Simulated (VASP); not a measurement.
# CuSi16 (a cell with a defect): single point with PBE

System: CuSi16 (a cell with a defect).

```
Si Cu
1.0
     0.00000    5.43000    5.43000
     5.43000    0.00000    5.43000
     5.43000    5.43000    0.00000
Si Cu
16 1
Direct
  0.98735 0.98918 0.03612
  0.12824 0.12912 0.12794
  0.00490 0.00998 0.50112
  0.11674 0.10301 0.66417
  0.00684 0.50302 0.99133
  0.12660 0.61402 0.13287
  0.00948 0.47448 0.50643
  0.13831 0.61810 0.61967
  0.50061 0.00962 0.98912
  0.61475 0.12920 0.12783
  0.48453 0.00970 0.50100
  0.62044 0.14260 0.61688
  0.49886 0.50311 0.99133
  0.63416 0.63558 0.09631
  0.50832 0.51575 0.46747
  0.62409 0.61790 0.61964
  0.83907 0.83268 0.48952
```

| Item | Value |
| --- | --- |
| Program | VASP 6.6.1 |
| Task | single point |
| Functional | PBE |
| Potentials or basis | VASP PAW PBE potentials, release 64 (Si, Cu) |
| Cutoff | 520 eV |
| k mesh | 2 × 2 × 2 |
| Occupations | gaussian, width 0.02 eV |
| Spin | no spin polarisation |

```yaml
Largest_force: 0.097 eV/Å
```

Forces on the atoms (eV/Å):
```
Si   0.005  0.002 -0.001
Si   0.002  0.002 -0.003
Si   0.008  0.014  0.008
Si   0.014 -0.001 -0.003
Si   0.000  0.000 -0.002
Si  -0.003  0.004 -0.004
Si   0.010  0.007 -0.002
Si  -0.001 -0.001 -0.005
Si   0.003  0.006 -0.004
Si   0.002  0.004 -0.003
Si   0.012 -0.008 -0.013
Si  -0.001  0.009 -0.011
Si  -0.003  0.002  0.000
Si   0.005  0.004 -0.006
Si   0.001  0.012 -0.011
Si  -0.001  0.003  0.002
Cu  -0.051 -0.058  0.058
```

Levels at points of the mesh, in eV from the Fermi level:
```
           k point  band 35  band 36  band 37  band 38  band 39  band 40
(0.00, 0.00, 0.00)    -0.61    -0.22    -0.07     0.07     0.25     0.55
(0.50, 0.00, 0.00)    -0.94    -0.91    -0.76     0.58     1.07     1.17
(0.00, 0.50, 0.00)    -0.96    -0.94    -0.81     0.53     1.09     1.15
(0.00, 0.00, 0.50)    -0.92    -0.64    -0.50     0.52     0.97     1.35
(0.50, 0.50, 0.50)    -0.94    -0.91    -0.76     0.57     1.07     1.17
(0.50, 0.50, 0.00)    -1.54    -1.46    -1.15     0.65     0.90     1.88
(0.00, 0.50, 0.50)    -1.52    -1.44    -1.20     0.67     0.90     1.89
(0.50, 0.00, 0.50)    -1.54    -1.47    -1.15     0.65     0.90     1.88
```

Wall time 6.8 min on 1 thread of Intel(R) Xeon(R) Platinum 8124M CPU @ 3.00GHz (Skylake/Cascade Lake), with other jobs on the host, peak memory 0.49 GiB.

Caveat: the k points lie up to 0.50 Å⁻¹ apart; the cell carries a net charge on a neutralising background, which shifts energy and pressure; the cell is charged against a uniform background, so pressure and absolute levels hang on convention.
